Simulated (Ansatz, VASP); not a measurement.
## Nb3Sn in VASP and in Ansatz

```xyz
8
Lattice="5.2821 0.0000 0.0000 0.0000 5.2821 0.0000 0.0000 0.0000 5.2821" Properties=species:S:1:pos:R:3 pbc="T T T"
Nb    1.3205    0.0000    2.6410
Nb    2.6410    3.9616    0.0000
Nb    3.9616    0.0000    2.6410
Nb    2.6410    1.3205    0.0000
Nb    0.0000    2.6410    3.9616
Nb    0.0000    2.6410    1.3205
Sn    0.0000    0.0000    0.0000
Sn    2.6410    2.6410    2.6410
```

Alike in both runs: task electric field gradients; functional r2SCAN; k mesh 6 × 6 × 6; occupations fermi-dirac, width 0.05 eV; no spin polarisation.

|  | VASP | Ansatz |
| --- | --- | --- |
| version | VASP 6.6.1 | Ansatz 0.2.0 |
| potentials or method | VASP PAW PBE potentials, release 64 (Nb_sv, Sn_d) | plane-wave PAW, scalar-relativistic |
| plane-wave cutoff (eV) | 520 | 500 |
| valence electrons in the cell | 106 | 106 |

Ansatz gave:

```
pressure (GPa)                                       : 2.1
size of Vzz on the site where it differs most (V/Å²) : 60.9
```

Q: Estimate VASP's values.

A: Pressure (GPa): 2.0; size of Vzz on the site where it differs most (V/Å²): 64.2.

VASP's potentials were made for PBE, not for r2SCAN.
